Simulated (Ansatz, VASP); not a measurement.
One calculation of Si, two programs

The input POSCAR:

```
Si
1.0
   -1.6269149300      1.6269149300      1.3203298500
    1.6269149300     -1.6269149300      1.3203298500
    1.6269149300      1.6269149300     -1.3203298500
Si
1
Direct
    0.0000000000      0.0000000000      0.0000000000
```

INCAR.step1

```
SYSTEM = Si
ALGO = Normal
EDIFF = 1E-5
ENCUT = 520
GGA = PE
ISIF = 2
ISMEAR = -1
LASPH = .TRUE.
LREAL = .FALSE.
LWAVE = .TRUE.
NBANDS = 8
NELM = 80
PREC = Accurate
SIGMA = 0.05
```

Contents of INCAR.step2:

```
SYSTEM = Si
AEXX = 0.25
ALGO = Normal
EDIFF = 1E-6
ENCUT = 520
GGA = PE
HFSCREEN = 0.4
ISIF = 2
ISMEAR = -1
ISTART = 1
LASPH = .TRUE.
LCHARG = .TRUE.
LELF = .TRUE.
LHFCALC = .TRUE.
LREAL = .FALSE.
LVHAR = .TRUE.
LWAVE = .FALSE.
NBANDS = 8
NELM = 80
PREC = Accurate
PRECFOCK = Normal
SIGMA = 0.05
```

File KPOINTS:

```
k-points
0
G
  7 7 7
  0 0 0
```

input.yaml

```yaml
crystal:
  lattice:
    - [-1.62691493, 1.62691493, 1.32032985]
    - [1.62691493, -1.62691493, 1.32032985]
    - [1.62691493, 1.62691493, -1.32032985]
  atoms:
    - { symbol: Si, position: [0.0, 0.0, 0.0] }
hamiltonian:
  xc: { exchange: pbe, correlation: pbe, exx: { coeff: 0.25, omega: 0.4 } }
  pseudopotentials: { kind: paw }
kpoints:
  mp_grid: { grid: [7, 7, 7] }
scf:
  occupations: { method: fermi_dirac, width: 0.05 }
output:
  forces: true
  stress: true
  eigenvalues: true
```

Alike in both runs: task single point; functional PBE-based screened hybrid with a share of 0.25 of exact exchange and HFSCREEN = 0.4; k mesh 7 × 7 × 7; occupations fermi-dirac, width 0.05 eV; no spin polarisation.

```csv
,VASP,Ansatz
version,VASP 6.6.1,Ansatz 0.2.0
potentials or method,"VASP PAW PBE potentials, release 64 (Si)",Ansatz PAW
plane-wave cutoff (eV),520,420
valence electrons in the cell,4,4
```

Ansatz gave:

| Item | Value |
| --- | --- |
| gap on the k mesh at the Fermi level (eV) | none |
| pressure (GPa) | 2.1 |
| traceless stress, the component that is largest in VASP (GPa) | -4.63 |

Task: Which values does VASP return?

Result: gap on the k mesh at the Fermi level (eV): none; pressure (GPa): 2.0; traceless stress, the component that is largest in VASP (GPa): -4.64.

VASP's potentials were made for PBE, not for PBE-based screened hybrid. A gap of «none» marks a metal or a gap that the smearing closes.

The k mesh is coarse, so the values compare programs but aren't converged.
